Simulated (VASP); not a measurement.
Runs of VASP 6.6.1 on TiNi. It takes space group Pm-3m (No. 221, cubic). The conventional cell has a = 2.988 Å, b = 2.988 Å, c = 2.988 Å, α = 90.00°, β = 90.00°, γ = 90.00°. Ti (site symmetry m-3m) has 8 Ni at 2.59 Å and 6 Ti at 2.99 Å within 3.4 Å. Ni (site symmetry m-3m) has 8 Ti at 2.59 Å and 6 Ni at 2.99 Å within 3.4 Å. 

```tsv
spin	fixed moment (μB)	pressure (GPa)	moment (μB)
collinear, ferromagnetic start	0.3	-7.8	0.30
collinear, ferromagnetic start	1.2	(b)	1.20
collinear, zero start	0.0	-7.9	0.00
collinear, ferromagnetic start	1.5	-6.5	1.50
collinear, ferromagnetic start	0.9	-7.5	0.90
collinear, ferromagnetic start	1.8	(a)	1.80
collinear, ferromagnetic start	0.6	-7.8	0.60
```

Alike in all rows: task single point; level LDA; potentials or basis VASP PAW LDA potentials, release 64 (Ti_sv, Ni); cell as given; k mesh 5 × 5 × 5; cutoff (eV) 520; smearing fermi-dirac 0.1 eV.

Question: Estimate the missing entries.

Answer: (a) -5.8; (b) -7.1.

Caveats: all runs use coarse meshes; the total moment is fixed, so each spin has its own Fermi level.
